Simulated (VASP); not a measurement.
# MgO (P6_3mc) in VASP: further runs

MgO is run at these levels: PBE; tasks: single point.

Program: VASP 6.6.1. These are calculated values, not measurements. Logs are shortened: lines on timing, memory, paths and dates and some standing lists are left out, and cuts for length are marked.

## (1) The cell of the first run

It takes space group P6_3mc (No. 186, hexagonal). The conventional cell has a = 3.161 Å, b = 3.161 Å, c = 4.848 Å, α = 90.00°, β = 90.00°, γ = 120.00°. Mg (site symmetry 3m) has 4 O at 1.90 Å within 2.5 Å. O (site symmetry 3m) has 4 Mg at 1.90 Å within 2.5 Å.

## (2) Single point, PBE

The input, INCAR:

```
PREC = Accurate ; ENCUT = 520
EDIFF = 1E-6 ; ISMEAR = 0
SIGMA = 0.05 ; LREAL = F
LASPH = T ; NELM = 100
ALGO = Normal ; ISIF = 2
LWAVE = F ; LCHARG = T
GGA = PE ; LELF = T
LVHAR = T ; NBANDS = 16
```

The input, KPOINTS:

```
Automatic mesh
0
Gamma
  9 9 6
```

The input, POSCAR:

```
MgO
1.0
    3.1606000000      0.0000000000      0.0000000000
   -1.5803000000      2.7371598912      0.0000000000
    0.0000000000      0.0000000000      4.8484000000
Mg O
2 2
Direct
    0.3333333333      0.6666666667      0.0063188013
    0.6666666667      0.3333333333      0.5063188013
    0.3333333333      0.6666666667      0.3982811987
    0.6666666667      0.3333333333      0.8982811987
```

Potentials or basis: VASP PAW PBE potentials, release 64 (Mg, O).

Command:

```bash
$ cat potpaw_PBE.64/Mg/POTCAR potpaw_PBE.64/O/POTCAR > POTCAR
$ mpirun -np 1 vasp_std > vasp.out
```

OUTCAR:

```text
PREC = Accurate
   ENCUT = 520
   EDIFF = 1E-6
   ISMEAR = 0
   LREAL = F
   LASPH = T
   NELM = 100
   ISIF = 2
   GGA = PE

 ion  position               nearest neighbor table
   1  0.333  0.667  0.006-   4 1.90   4 1.90   4 1.90   3 1.90   2 3.03   2 3.03   2 3.03   2 3.03
                             2 3.03   2 3.03
   2  0.667  0.333  0.506-   3 1.90   3 1.90   3 1.90   4 1.90   1 3.03   1 3.03   1 3.03   1 3.03
                             1 3.03   1 3.03
   3  0.333  0.667  0.398-   2 1.90   2 1.90   2 1.90   1 1.90
   4  0.667  0.333  0.898-   1 1.90   1 1.90   1 1.90   2 1.90

  LATTYP: Found a hexagonal cell.
 ALAT       =     3.1606000000
 C/A-ratio  =     1.5340125293

  Lattice vectors:

 A1 = (   3.1606000000,   0.0000000000,   0.0000000000)
 A2 = (  -1.5803000000,   2.7371598912,   0.0000000000)
 A3 = (   0.0000000000,   0.0000000000,   4.8484000000)

Analysis of symmetry for initial positions (statically):
=====================================================================
 Subroutine PRICEL returns:
 Original cell was already a primitive cell.

 Routine SETGRP: Setting up the symmetry group for a
 hexagonal supercell.

 Subroutine GETGRP returns: Found 12 space group operations
 (whereof  6 operations were pure point group operations)
 out of a pool of 24 trial point group operations.

The static configuration has the point symmetry C_3v.
 The point group associated with its full space group is C_6v.

Analysis of symmetry for dynamics (positions and initial velocities):
=====================================================================
 Subroutine PRICEL returns:
 Original cell was already a primitive cell.

 Routine SETGRP: Setting up the symmetry group for a
 hexagonal supercell.

 Subroutine GETGRP returns: Found 12 space group operations
 (whereof  6 operations were pure point group operations)
 out of a pool of 24 trial point group operations.

The dynamic configuration has the point symmetry C_3v.
 The point group associated with its full space group is C_6v.

 Subroutine INISYM returns: Found 12 space group operations
 (whereof  6 operations are pure point group operations),
 and found     1 'primitive' translations

----------------------------------------------------------------------------------------

                                     Primitive cell

  volume of cell :      41.9438

  direct lattice vectors                    reciprocal lattice vectors
     3.160600000  0.000000000  0.000000000     0.316395621  0.182671097  0.000000000
    -1.580300000  2.737159891  0.000000000     0.000000000  0.365342194  0.000000000
     0.000000000  0.000000000  4.848400000     0.000000000  0.000000000  0.206253609

  length of vectors
     3.160600000  3.160600000  4.848400000     0.365342194  0.365342194  0.206253609

  position of ions in fractional coordinates (direct lattice)
     0.333333333  0.666666667  0.006318801
     0.666666667  0.333333333  0.506318801
     0.333333333  0.666666667  0.398281199
     0.666666667  0.333333333  0.898281199

  ion indices of the primitive-cell ions
   primitive index   ion index
                 1           1
                 2           2
                 3           3
                 4           4

----------------------------------------------------------------------------------------

 KPOINTS: Automatic mesh

Automatic generation of k-mesh.
 Grid dimensions read from file:
 generate k-points for:    9    9    6

 Generating k-lattice:

  Cartesian coordinates                     Fractional coordinates (reciprocal lattice)
     0.035155069  0.020296789  0.000000000     0.111111111 -0.000000000  0.000000000
     0.000000000  0.040593577  0.000000000     0.000000000  0.111111111  0.000000000
     0.000000000  0.000000000  0.034375602     0.000000000  0.000000000  0.166666667

  Length of vectors
     0.040593577  0.040593577  0.034375602

  Shift w.r.t. Gamma in fractional coordinates (k-lattice)
     0.000000000  0.000000000  0.000000000

 Subroutine IBZKPT returns following result:
 ===========================================

 Found     48 irreducible k-points:

 Following reciprocal coordinates:
            Coordinates               Weight
  0.000000  0.000000  0.000000      1.000000
  0.111111  0.000000  0.000000      6.000000
  0.222222  0.000000  0.000000      6.000000
  0.333333  0.000000  0.000000      6.000000
  0.444444  0.000000  0.000000      6.000000
  0.111111  0.111111  0.000000      6.000000
[... 16 lines left out ...]
  0.333333  0.222222  0.166667     24.000000
  0.333333  0.333333  0.166667      4.000000
 [... further k-points ...]
   k-points           NKPTS =     48   k-points in BZ     NKDIM =     48   number of bands    NBANDS=     16
   number of dos      NEDOS =    301   number of ions     NIONS =      4
   total plane-waves  NPLWV =  20736
   dimension x,y,z NGX =    24 NGY =   24 NGZ =   36
   dimension x,y,z NGXF=    48 NGYF=   48 NGZF=   72
   ions per type =               2   2
   NGX,Y,Z   is equivalent  to a cutoff of  12.62, 12.62, 12.34 a.u.
   NGXF,Y,Z  is equivalent  to a cutoff of  25.25, 25.25, 24.69 a.u.
 SYSTEM =  unknown system
   PREC   = accura    normal or accurate (medium, high low for compatibility)
   ISTART =      0    job   : 0-new  1-cont  2-samecut
   ICHARG =      2    charge: 1-file 2-atom 10-const
   ISPIN  =      1    spin polarized calculation?
   LNONCOLLINEAR =      F non collinear calculations
   LSORBIT =      F    spin-orbit coupling
   LASPH  =      T    aspherical Exc in radial PAW
   ENCUT  =  520.0 eV  38.22 Ry    6.18 a.u.   5.88  5.88  9.01*2*pi/ulx,y,z
   NELM   =    100;   NELMIN=  2; NELMDL= -5     # of ELM steps
   EDIFF  = 0.1E-05   stopping-criterion for ELM
   LREAL  =      F    real-space projection
   EDIFFG = 0.1E-04   stopping-criterion for IOM
   NSW    =      0    number of steps for IOM
   IBRION =     -1    ionic relax: 0-MD 1-quasi-New 2-CG
   NFREE  =      0    steps in history (QN), initial steepest desc. (CG)
   ISIF   =      2    stress and relaxation
   ISYM   =      2    0-nonsym 1-usesym 2-fastsym
   POTIM  = 0.5000    time-step for ionic-motion
   TEBEG  =    0.0;   TEEND  =   0.0 temperature during run
   PSTRESS=    0.0 pullay stress
   NELECT =      16.0000    total number of electrons
   NUPDOWN=      -1.0000    fix difference up-down
   EMIN   =  10.00;   EMAX   =-10.00  energy-range for DOS
   EFERMI =   0.00;   METHOD = LEGACY
   ISMEAR =     0;   SIGMA  =   0.05  broadening in eV -4-tet -1-fermi 0-gaus
   EFERMI_NEDOS =   21; number of points for ismear=-14 and -15
   IALGO  =     38    algorithm
   IMIX   =      4    mixing-type and parameters
     AMIX     =   0.40;   BMIX     =  1.00
     AMIX_MAG =   1.60;   BMIX_MAG =  1.00
  volume/ion in A,a.u.               =      10.49        70.76
  Fermi-wavevector in a.u.,A,eV,Ry     =   1.187295  2.243663 19.179729  1.409670
  Thomas-Fermi vector in A             =   2.323450
   LORBIT       =      0    0 simple, 1 ext, 2 COOP (PROOUT), +10 PAW based schemes
   GGA     = PE    functional components
   LHFCALC =     F    Hartree Fock is set to
   AEXX    =    0.0000 exact exchange contribution
   IVDW    =     0    specifies the selected vdW correction
   LEPSILON=     F    determine dielectric tensor
   LRPA    =     F    only Hartree local field effects (RPA)
 non-spin polarized calculation
 Gauss-broadening in eV      SIGMA  =   0.05
  energy-cutoff  :      520.00
  volume of cell :       41.94
 maximum number of plane-waves:      1152
 NGX is ok and might be reduce to    24
   NGX = 11   NGY = 11   NGZ = 19

 number of electron      15.9999996 magnetization

 Free energy of the ion-electron system (eV)
  ---------------------------------------------------
  ext. energy  EPLUGINS =         0.00000000
  ---------------------------------------------------
  free energy    TOTEN  =       -23.10792720 eV

  energy without entropy =      -23.10792720  energy(sigma->0) =      -23.10792720

 E-fermi :   2.0117     XC(G=0): -10.2648

 val. band max:        1.7542909806   @ k =   0.0000   0.0000   0.0000
 cond. band min:       6.0002952353   @ k =   0.0000   0.0000   0.0000
 fundamental gap:      4.2460042547
 Fermi energy:         2.0117432273

 k-point     1 :       0.0000    0.0000    0.0000
  band No.  band energies     occupation
      1     -14.8385      2.00000
      2     -13.8463      2.00000
      3      -1.8389      2.00000
      4       1.0553      2.00000
      5       1.0553      2.00000
      6       1.3742      2.00000
[... 8 lines left out ...]
     15      19.7547      0.00000
     16      19.7547      0.00000

 k-point     2 :       0.1111    0.0000    0.0000
  band No.  band energies     occupation
      1     -14.7604      2.00000
      2     -13.8176      2.00000
      3      -1.7049      2.00000
      4       0.7079      2.00000
      5       0.9641      2.00000
      6       0.9864      2.00000
[... 8 lines left out ...]
     15      19.3964      0.00000
     16      19.4496      0.00000

 k-point     3 :       0.2222    0.0000    0.0000
  band No.  band energies     occupation
      1     -14.5492      2.00000
      2     -13.7512      2.00000
      3      -1.3284      2.00000
      4      -0.1873      2.00000
      5       0.3670      2.00000
      6       0.7767      2.00000
[... 8 lines left out ...]
     15      18.4004      0.00000
     16      18.5923      0.00000

 k-point     4 :       0.3333    0.0000    0.0000
  band No.  band energies     occupation
      1     -14.2741      2.00000
      2     -13.6983      2.00000
      3      -1.0690      2.00000
      4      -0.7601      2.00000
      5      -0.1920      2.00000
      6       0.5978      2.00000
[... 8 lines left out ...]
     15      17.8292      0.00000
     16      18.8931      0.00000

 k-point     5 :       0.4444    0.0000    0.0000
  band No.  band energies     occupation
      1     -14.0486      2.00000
      2     -13.7017      2.00000
      3      -1.5413      2.00000
      4      -0.5744      2.00000
      5      -0.2048      2.00000
      6       0.4923      2.00000
[... 8 lines left out ...]
     15      17.6369      0.00000
     16      19.2679      0.00000

 k-point     6 :       0.1111    0.1111    0.0000
  band No.  band energies     occupation
      1     -14.6154      2.00000
      2     -13.7701      2.00000
      3      -1.4491      2.00000
      4       0.1718      2.00000
      5       0.3657      2.00000
      6       0.9613      2.00000
[... 8 lines left out ...]
     15      18.1388      0.00000
     16      19.0650      0.00000
[... 267 lines left out ...]
 k-point    21 :       0.4444    0.1111    0.1667
  band No.  band energies     occupation
      1     -13.9587      2.00000
      2     -13.7273      2.00000
      3      -1.5887      2.00000
      4      -0.7951      2.00000
      5       0.0051      2.00000
      6       0.4954      2.00000
[... 8 lines left out ...]
     15      17.2259      0.00000
     16      19.3188      0.00000

 k-point    22 :       0.2222    0.2222    0.1667
  band No.  band energies     occupation
      1     -14.1067      2.00000
      2     -13.7163      2.00000
      3      -1.0803      2.00000
      4      -0.9205      2.00000
      5       0.1586      2.00000
      6       0.2577      2.00000
[... 8 lines left out ...]
     15      17.2063      0.00000
     16      19.7440      0.00000

 k-point    23 :       0.3333    0.2222    0.1667
  band No.  band energies     occupation
      1     -13.9203      2.00000
      2     -13.7292      2.00000
      3      -1.3126      2.00000
      4      -0.7102      2.00000
      5      -0.2216      2.00000
      6       0.4336      2.00000
[... 8 lines left out ...]
     15      16.8399      0.00000
     16      19.8936      0.00000

 k-point    24 :       0.3333    0.3333    0.1667
  band No.  band energies     occupation
      1     -13.7951      2.00000
      2     -13.7951      2.00000
      3      -1.1556      2.00000
      4      -0.5523      2.00000
      5      -0.5523      2.00000
      6       0.2089      2.00000
[... 8 lines left out ...]
     15      16.3128      0.00000
     16      20.9448      0.00000

 [... further k-points ...]
[... 5 lines left out ...]
  --------------------------------------------------------------------------------------
  -------------------------------------------------------------------------------------
  Total        6.0892887      6.0892887      5.9545424      0.0000000      0.0000000      0.0000000
  in kB      232.5996196    232.5996196    227.4525611      0.0000000      0.0000000      0.0000000
  external PRESSURE =     230.8839335 kB  Pullay stress =       0.0000000 kB

 VOLUME and BASIS-vectors are now :
 -----------------------------------------------------------------------------
  energy-cutoff  :      520.00
  volume of cell :       41.94
      direct lattice vectors                 reciprocal lattice vectors
     3.160600000  0.000000000  0.000000000     0.316395621  0.182671097  0.000000000
    -1.580300000  2.737159891  0.000000000     0.000000000  0.365342194  0.000000000
     0.000000000  0.000000000  4.848400000     0.000000000  0.000000000  0.206253609

 POSITION                                       TOTAL-FORCE (eV/Angst)
 -----------------------------------------------------------------------------------
     -0.00000      1.82477      0.03064         0.000000     -0.000000     -0.236867
      1.58030      0.91239      2.45484        -0.000000      0.000000     -0.236867
     -0.00000      1.82477      1.93103        -0.000000      0.000000      0.236867
      1.58030      0.91239      4.35523         0.000000     -0.000000      0.236867
 -----------------------------------------------------------------------------------
    total drift:                               -0.000000     -0.000000      0.000980

  FREE ENERGIE OF THE ION-ELECTRON SYSTEM (eV)
  ---------------------------------------------------
  free  energy   TOTEN  =       -23.1079271977 eV

  energy  without entropy=      -23.1079271977  energy(sigma->0) =      -23.10792720
```

Run time: 40 s. Hardware: 1 thread of Intel Xeon 8259CL, shared host; peak memory 0.17 GiB.

Results:

* Free energy: -23.1079 eV
* Pressure: 23.1 GPa
* Largest force: 0.237 eV/Å
* Band gap on the k mesh: 4.25 eV, direct

Forces in eV/Å, atoms in the order of the input:
```
Mg   0.000  0.000 -0.237
Mg   0.000  0.000 -0.237
O    0.000  0.000  0.237
O    0.000  0.000  0.237
```

Levels at points of the mesh, in eV from the valence-band top:
| k point | band 6 | band 7 | band 8 | band 9 | band 10 | band 11 |
| --- | --- | --- | --- | --- | --- | --- |
| (0.00, 0.00, 0.00) | -0.38 | -0.38 | 0.00 | 4.25 | 9.45 | 11.29 |
| (0.00, 0.00, 0.50) | -0.54 | -0.54 | -0.54 | 6.81 | 6.81 | 14.25 |

## (3) Single point, PBE

This run uses another cell than the first one, of 10.70 Å³/atom, 1.020 times its volume.

The input, INCAR:

```
SYSTEM = MgO
PREC     = Accurate       ! precision mode
ENCUT    = 520            ! plane-wave cutoff, eV
EDIFF    = 1E-6           ! SCF threshold, eV
ISMEAR   = 0              ! smearing method
SIGMA    = 0.05           ! smearing width, eV
LREAL    = .FALSE.        ! projectors in reciprocal space
LASPH    = .TRUE.         ! aspherical terms in the spheres
NELM     = 60             ! most SCF steps
ALGO     = Normal         ! electronic algorithm
ISIF     = 2              ! what is computed and relaxed
LWAVE    = .FALSE.        ! write WAVECAR
LCHARG   = .FALSE.        ! write CHGCAR
GGA      = PE             ! functional
NBANDS   = 16             ! bands
```

The input, KPOINTS:

```
Automatic mesh
0
G
  9 9 6
  0 0 0
```

The input, POSCAR:

```
MgO
1.0
    3.2379000000      0.0000000000      0.0000000000
   -1.6189500000      2.8041036549      0.0000000000
    0.0000000000      0.0000000000      4.7118000000
Mg O
2 2
Direct
    0.3333333333      0.6666666667      0.0063188013
    0.6666666667      0.3333333333      0.5063188013
    0.3333333333      0.6666666667      0.3982811987
    0.6666666667      0.3333333333      0.8982811987
```

Potentials or basis: VASP PAW PBE potentials, release 64 (Mg, O).

Command:

```bash
$ cat potpaw_PBE.64/Mg/POTCAR potpaw_PBE.64/O/POTCAR > POTCAR
$ mpirun -np 1 vasp_std > vasp.out
```

Wall time 37 s (1 thread of Intel Xeon 8259CL, shared host); peak memory 0.17 GiB.

It converged, with:

```
Free energy            : -23.1442 eV
Pressure               : 19.3 GPa
Largest force          : 1.204 eV/Å
Band gap on the k mesh : 4.02 eV, direct
```

Forces on the atoms (eV/Å):
```
Mg   0.000  0.000 -1.204
Mg   0.000  0.000 -1.204
O    0.000  0.000  1.204
O    0.000  0.000  1.204
```

Stress tensor (GPa, compression positive):
```
13.82  0.00  0.00
 0.00 13.82  0.00
 0.00  0.00 30.23
```

Levels at points of the mesh, in eV from the valence-band top:
| k point | band 6 | band 7 | band 8 | band 9 | band 10 | band 11 |
| --- | --- | --- | --- | --- | --- | --- |
| (0.00, 0.00, 0.00) | -0.50 | -0.50 | 0.00 | 4.02 | 9.13 | 11.33 |
| (0.00, 0.00, 0.50) | -0.70 | -0.70 | -0.70 | 6.58 | 6.58 | 14.35 |

Caveat: forces of over 1 eV/Å act on the atoms, so gaps and moduli don't describe the material at rest.

[end of part 1 of 2]
